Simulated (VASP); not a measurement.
Runs of VASP 6.6.1 on Tl. The structure is that of space group Pm-3m (No. 221), or close to it. The cells are those of the table. This isn't the form of Tl at room conditions, which is hcp.

```tsv
cell	gap on the mesh (eV)	pressure (GPa)
a = 3.333 Å, 1 atom	none	-1.3
a = 3.374 Å, 1 atom	none	-1.8
a = 3.249 Å, 1 atom	none	0.1
a = 3.205 Å, 1 atom	none	(b)
a = 3.113 Å, 1 atom	none	(a)
```

Alike in all rows: task single point; level PBE; potentials or basis VASP PAW PBE potentials, release 64 (Tl_d); no spin polarisation; k mesh 16 × 16 × 16; cutoff (eV) 520; smearing fermi-dirac 0.1 eV.

Problem. Fill in the values left out.

Solution. (a) 4.0; (b) 1.1.

Caveats: spin-orbit coupling is left out, which moves the levels of the heavy elements; the cell stands under pressure (at least some runs).

A k mesh can miss the band edges, and the runs leave out spin-orbit coupling on Tl.

A gap of «none» marks levels without a gap at the run's occupations.
